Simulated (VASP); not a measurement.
A run of VASP 6.6.1 is set up as follows.

Contents of INCAR:

```
PREC = Accurate ; ENCUT = 600
EDIFF = 1E-6 ; ISMEAR = 0
SIGMA = 0.1 ; LREAL = False
LASPH = True ; NELM = 100
ALGO = Normal ; ISIF = 3
LWAVE = False ; LCHARG = False
GGA = PE ; IBRION = 2
NSW = 100 ; EDIFFG = -0.01
```

The input KPOINTS:

```
Automatic mesh
0
Gamma
  6 6 10
```

File POSCAR:

```
HgTe
1.0
    7.4593600530      0.0000000000      0.0000000000
   -3.7296800265      6.4599953019      0.0000000000
    0.0000000000      0.0000000000      4.2811311882
Hg Te
3 3
Direct
    0.0000000000      0.0000000000      0.0000000000
    0.3333333333      0.6666666667      0.5000000000
    0.6666666667      0.3333333333      0.5000000000
    0.5000000000      0.0000000000      0.0000000000
    0.5000000000      0.5000000000      0.0000000000
    0.0000000000      0.5000000000      0.0000000000
```

Potentials or basis: VASP PAW PBE potentials, release 64 (Hg, Te).

Launch:

```console
$ cat potpaw_PBE.64/Hg/POTCAR potpaw_PBE.64/Te/POTCAR > POTCAR
$ mpirun -np 1 vasp_std > vasp.out
```

Problem. What does it give for the relaxed volume?

Solution. 34.50 Å³/atom.

Problem. What does it give for the band gap on the k mesh?

Solution. Zero (bands 27 and 28 overlap by 0.67 eV).

Problem. Estimate the space group after relaxing (to 0.1 Å).

Solution. P6/mmm (No. 191).

Final structure:
```
Hg Te
1.0
     7.46589    0.00000    0.00000
    -3.73295    6.46565    0.00000
     0.00000    0.00000    4.28882
Hg Te
3 3
Direct
  0.00000 0.00000 0.00000
  0.33333 0.66667 0.50000
  0.66667 0.33333 0.50000
  0.50000 0.00000 0.00000
  0.50000 0.50000 0.00000
  0.00000 0.50000 0.00000
```

Caveat: semilocal functionals underestimate gaps, so a narrow gap can read as zero; spin-orbit coupling is left out, which moves the levels of the heavy elements.
